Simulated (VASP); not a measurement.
# GaN (Fm-3m) in VASP: settings compared

The runs below take GaN through single point, with PBE, r2SCAN.

All numbers are computed with VASP 6.6.1; they aren't measurements. Logs are shortened: lines on timing, memory, paths and dates and some standing lists are left out, and cuts for length are marked.

## (1) The cell of the first run

It takes space group Fm-3m (No. 225, cubic). The conventional cell has a = 4.217 Å, b = 4.217 Å, c = 4.217 Å, α = 90.00°, β = 90.00°, γ = 90.00°. Within 2.8 Å of Ga (site symmetry m-3m) lie 6 N at 2.11 Å. Within 2.8 Å of N (site symmetry m-3m) lie 6 Ga at 2.11 Å.

## (2) Single point, PBE

INCAR reads:

```
PREC     = Accurate       # precision mode
ENCUT    = 520            # plane-wave cutoff, eV
EDIFF    = 1E-6           # SCF threshold, eV
ISMEAR   = -1             # smearing method
SIGMA    = 0.02           # smearing width, eV
LREAL    = False          # projectors in reciprocal space
LASPH    = True           # aspherical terms in the spheres
NELM     = 100            # most SCF steps
ALGO     = Normal         # electronic algorithm
ISIF     = 2              # what is computed and relaxed
LWAVE    = False          # write WAVECAR
LCHARG   = False          # write CHGCAR
GGA      = PE             # functional
NBANDS   = 16             # bands
```

KPOINTS reads:

```
Automatic mesh
0
Gamma
  10 10 10
```

POSCAR reads:

```
GaN
1.0
    0.0000000000      2.1085152370      2.1085152370
    2.1085152370      0.0000000000      2.1085152370
    2.1085152370      2.1085152370      0.0000000000
Ga N
1 1
Direct
    0.0000000000      0.0000000000      0.0000000000
    0.5000000000      0.5000000000      0.5000000000
```

Potentials or basis: VASP PAW PBE potentials, release 64 (Ga_d, N).

Command:

```bash
$ cat potpaw_PBE.64/Ga_d/POTCAR potpaw_PBE.64/N/POTCAR > POTCAR
$ mpirun -np 1 vasp_std > vasp.out
```

OUTCAR:

```text
PREC = Accurate
   ENCUT = 520
   EDIFF = 1E-6
   ISMEAR = -1
   LREAL = False
   LASPH = True
   NELM = 100
   ISIF = 2
   GGA = PE

 ion  position               nearest neighbor table
   1  0.000  0.000  0.000-   2 2.11   2 2.11   2 2.11   2 2.11   2 2.11   2 2.11
   2  0.500  0.500  0.500-   1 2.11   1 2.11   1 2.11   1 2.11   1 2.11   1 2.11

  LATTYP: Found a face centered cubic cell.
 ALAT       =     4.2170304740

  Lattice vectors:

 A1 = (   0.0000000000,   2.1085152370,   2.1085152370)
 A2 = (   2.1085152370,   0.0000000000,   2.1085152370)
 A3 = (   2.1085152370,   2.1085152370,   0.0000000000)

Analysis of symmetry for initial positions (statically):
=====================================================================
 Subroutine PRICEL returns:
 Original cell was already a primitive cell.

 Routine SETGRP: Setting up the symmetry group for a
 face centered cubic supercell.

 Subroutine GETGRP returns: Found 48 space group operations
 (whereof 48 operations were pure point group operations)
 out of a pool of 48 trial point group operations.

The static configuration has the point symmetry O_h .

Analysis of symmetry for dynamics (positions and initial velocities):
=====================================================================
 Subroutine PRICEL returns:
 Original cell was already a primitive cell.

 Routine SETGRP: Setting up the symmetry group for a
 face centered cubic supercell.

 Subroutine GETGRP returns: Found 48 space group operations
 (whereof 48 operations were pure point group operations)
 out of a pool of 48 trial point group operations.

The dynamic configuration has the point symmetry O_h .

 Subroutine INISYM returns: Found 48 space group operations
 (whereof 48 operations are pure point group operations),
 and found     1 'primitive' translations

----------------------------------------------------------------------------------------

                                     Primitive cell

  volume of cell :      18.7482

  direct lattice vectors                    reciprocal lattice vectors
     0.000000000  2.108515237  2.108515237    -0.237133691  0.237133691  0.237133691
     2.108515237  0.000000000  2.108515237     0.237133691 -0.237133691  0.237133691
     2.108515237  2.108515237  0.000000000     0.237133691  0.237133691 -0.237133691

  length of vectors
     2.981890845  2.981890845  2.981890845     0.410727600  0.410727600  0.410727600

  position of ions in fractional coordinates (direct lattice)
     0.000000000  0.000000000  0.000000000
     0.500000000  0.500000000  0.500000000

  ion indices of the primitive-cell ions
   primitive index   ion index
                 1           1
                 2           2

----------------------------------------------------------------------------------------

 KPOINTS: Automatic mesh

Automatic generation of k-mesh.
 Grid dimensions read from file:
 generate k-points for:   10   10   10

 Generating k-lattice:

  Cartesian coordinates                     Fractional coordinates (reciprocal lattice)
    -0.023713369  0.023713369  0.023713369     0.100000000  0.000000000  0.000000000
     0.023713369 -0.023713369  0.023713369     0.000000000  0.100000000  0.000000000
     0.023713369  0.023713369 -0.023713369     0.000000000  0.000000000  0.100000000

  Length of vectors
     0.041072760  0.041072760  0.041072760

  Shift w.r.t. Gamma in fractional coordinates (k-lattice)
     0.000000000  0.000000000  0.000000000

 Subroutine IBZKPT returns following result:
 ===========================================

 Found     47 irreducible k-points:

 Following reciprocal coordinates:
            Coordinates               Weight
  0.000000  0.000000  0.000000      1.000000
  0.100000  0.000000  0.000000      8.000000
  0.200000  0.000000  0.000000      8.000000
  0.300000  0.000000  0.000000      8.000000
  0.400000  0.000000  0.000000      8.000000
  0.500000  0.000000  0.000000      4.000000
[... 16 lines left out ...]
  0.300000  0.300000  0.000000      6.000000
  0.400000  0.300000  0.000000     24.000000
 [... further k-points ...]
   k-points           NKPTS =     47   k-points in BZ     NKDIM =     47   number of bands    NBANDS=     16
   number of dos      NEDOS =    301   number of ions     NIONS =      2
   total plane-waves  NPLWV =  13824
   dimension x,y,z NGX =    24 NGY =   24 NGZ =   24
   dimension x,y,z NGXF=    48 NGYF=   48 NGZF=   48
   ions per type =               1   1
   NGX,Y,Z   is equivalent  to a cutoff of  13.38, 13.38, 13.38 a.u.
   NGXF,Y,Z  is equivalent  to a cutoff of  26.76, 26.76, 26.76 a.u.
 SYSTEM =  unknown system
   PREC   = accura    normal or accurate (medium, high low for compatibility)
   ISTART =      0    job   : 0-new  1-cont  2-samecut
   ICHARG =      2    charge: 1-file 2-atom 10-const
   ISPIN  =      1    spin polarized calculation?
   LNONCOLLINEAR =      F non collinear calculations
   LSORBIT =      F    spin-orbit coupling
   LASPH  =      T    aspherical Exc in radial PAW
   ENCUT  =  520.0 eV  38.22 Ry    6.18 a.u.   5.54  5.54  5.54*2*pi/ulx,y,z
   NELM   =    100;   NELMIN=  2; NELMDL= -5     # of ELM steps
   EDIFF  = 0.1E-05   stopping-criterion for ELM
   LREAL  =      F    real-space projection
   EDIFFG = 0.1E-04   stopping-criterion for IOM
   NSW    =      0    number of steps for IOM
   IBRION =     -1    ionic relax: 0-MD 1-quasi-New 2-CG
   NFREE  =      0    steps in history (QN), initial steepest desc. (CG)
   ISIF   =      2    stress and relaxation
   ISYM   =      2    0-nonsym 1-usesym 2-fastsym
   POTIM  = 0.5000    time-step for ionic-motion
   TEBEG  =    0.0;   TEEND  =   0.0 temperature during run
   PSTRESS=    0.0 pullay stress
   NELECT =      18.0000    total number of electrons
   NUPDOWN=      -1.0000    fix difference up-down
   EMIN   =  10.00;   EMAX   =-10.00  energy-range for DOS
   EFERMI =   0.00;   METHOD = LEGACY
   ISMEAR =    -1;   SIGMA  =   0.02  broadening in eV -4-tet -1-fermi 0-gaus
   EFERMI_NEDOS =   21; number of points for ismear=-14 and -15
   IALGO  =     38    algorithm
   IMIX   =      4    mixing-type and parameters
     AMIX     =   0.40;   BMIX     =  1.00
     AMIX_MAG =   1.60;   BMIX_MAG =  1.00
  volume/ion in A,a.u.               =       9.37        63.26
  Fermi-wavevector in a.u.,A,eV,Ry     =   1.615024  3.051952 35.488101  2.608302
  Thomas-Fermi vector in A             =   2.709838
   LORBIT       =      0    0 simple, 1 ext, 2 COOP (PROOUT), +10 PAW based schemes
   GGA     = PE    functional components
   LHFCALC =     F    Hartree Fock is set to
   AEXX    =    0.0000 exact exchange contribution
   IVDW    =     0    specifies the selected vdW correction
   LEPSILON=     F    determine dielectric tensor
   LRPA    =     F    only Hartree local field effects (RPA)
 non-spin polarized calculation
  energy-cutoff  :      520.00
  volume of cell :       18.75
 maximum number of plane-waves:       531
 NGX is ok and might be reduce to    24
   NGX = 11   NGY = 11   NGZ = 11

 number of electron      18.0000008 magnetization

 Free energy of the ion-electron system (eV)
  ---------------------------------------------------
  ext. energy  EPLUGINS =         0.00000000
  ---------------------------------------------------
  free energy    TOTEN  =       -11.18524868 eV

  energy without entropy =      -11.18524868  energy(sigma->0) =      -11.18524868

 E-fermi :   8.3075     XC(G=0): -13.1185

 val. band max:        7.9571797129   @ k =  -0.2000   0.2000   0.0000
 cond. band min:       8.6188726773   @ k =   0.5000   0.5000   0.0000
 fundamental gap:      0.6616929644
 Fermi energy:         8.3075321056

 k-point     1 :       0.0000    0.0000    0.0000
  band No.  band energies     occupation
      1      -9.3874      2.00000
      2      -6.0026      2.00000
      3      -6.0026      2.00000
      4      -6.0026      2.00000
      5      -5.9066      2.00000
      6      -5.9066      2.00000
[... 8 lines left out ...]
     15      23.9036      0.00000
     16      24.0966      0.00000

 k-point     2 :       0.1000    0.0000    0.0000
  band No.  band energies     occupation
      1      -9.1913      2.00000
      2      -6.0106      2.00000
      3      -5.9930      2.00000
      4      -5.9930      2.00000
      5      -5.9194      2.00000
      6      -5.9194      2.00000
[... 8 lines left out ...]
     15      24.0111      0.00000
     16      24.0111      0.00000

 k-point     3 :       0.2000    0.0000    0.0000
  band No.  band energies     occupation
      1      -8.6231      2.00000
      2      -6.0316      2.00000
      3      -6.0175      2.00000
      4      -6.0175      2.00000
      5      -5.9026      2.00000
      6      -5.9026      2.00000
[... 8 lines left out ...]
     15      25.0749      0.00000
     16      25.0749      0.00000

 k-point     4 :       0.3000    0.0000    0.0000
  band No.  band energies     occupation
      1      -7.7599      2.00000
      2      -6.0848      2.00000
      3      -6.0848      2.00000
      4      -6.0590      2.00000
      5      -5.8433      2.00000
      6      -5.8433      2.00000
[... 8 lines left out ...]
     15      26.8952      0.00000
     16      26.8952      0.00000
[... 324 lines left out ...]
 k-point    22 :      -0.2000    0.2000    0.0000
  band No.  band energies     occupation
      1      -7.6440      2.00000
      2      -6.0814      2.00000
      3      -6.0742      2.00000
      4      -6.0410      2.00000
      5      -5.8934      2.00000
      6      -5.6139      2.00000
[... 8 lines left out ...]
     15      26.8967      0.00000
     16      29.0102      0.00000

 k-point    23 :       0.3000    0.3000    0.0000
  band No.  band energies     occupation
      1      -7.8840      2.00000
      2      -6.1245      2.00000
      3      -5.8329      2.00000
      4      -5.8312      2.00000
      5      -5.8312      2.00000
      6      -5.4321      2.00000
[... 8 lines left out ...]
     15      32.0377      0.00000
     16      33.7902      0.00000

 k-point    24 :       0.4000    0.3000    0.0000
  band No.  band energies     occupation
      1      -7.7093      2.00000
      2      -6.1390      2.00000
      3      -5.8671      2.00000
      4      -5.8180      2.00000
      5      -5.7646      2.00000
      6      -4.7742      2.00000
[... 8 lines left out ...]
     15      32.8403      0.00000
     16      34.2818      0.00000

 [... further k-points ...]
[... 5 lines left out ...]
  --------------------------------------------------------------------------------------
  -------------------------------------------------------------------------------------
  Total        1.0637855      1.0637855      1.0637855      0.0000000      0.0000000      0.0000000
  in kB       90.9084822     90.9084822     90.9084822      0.0000000      0.0000000      0.0000000
  external PRESSURE =      90.9084822 kB  Pullay stress =       0.0000000 kB

 VOLUME and BASIS-vectors are now :
 -----------------------------------------------------------------------------
  energy-cutoff  :      520.00
  volume of cell :       18.75
      direct lattice vectors                 reciprocal lattice vectors
     0.000000000  2.108515237  2.108515237    -0.237133691  0.237133691  0.237133691
     2.108515237  0.000000000  2.108515237     0.237133691 -0.237133691  0.237133691
     2.108515237  2.108515237  0.000000000     0.237133691  0.237133691 -0.237133691

 POSITION                                       TOTAL-FORCE (eV/Angst)
 -----------------------------------------------------------------------------------
      0.00000      0.00000      0.00000        -0.000000      0.000000     -0.000000
      2.10852      2.10852      2.10852         0.000000     -0.000000      0.000000
 -----------------------------------------------------------------------------------
    total drift:                                0.000000     -0.000000     -0.000000

  FREE ENERGIE OF THE ION-ELECTRON SYSTEM (eV)
  ---------------------------------------------------
  free  energy   TOTEN  =       -11.1852486802 eV

  energy  without entropy=      -11.1852486794  energy(sigma->0) =      -11.18524868
```

Wall time 7.4 s (1 thread of Intel Xeon Platinum 8488C (Sapphire Rapids), shared host); peak memory 0.14 GiB.

Results:

```yaml
Free_energy: -11.1852 eV
Pressure: 9.1 GPa
Band_gap_on_the_k_mesh: 0.66 eV, indirect (least direct gap 2.83 eV)
```

(Continued in part 2 of 2.)
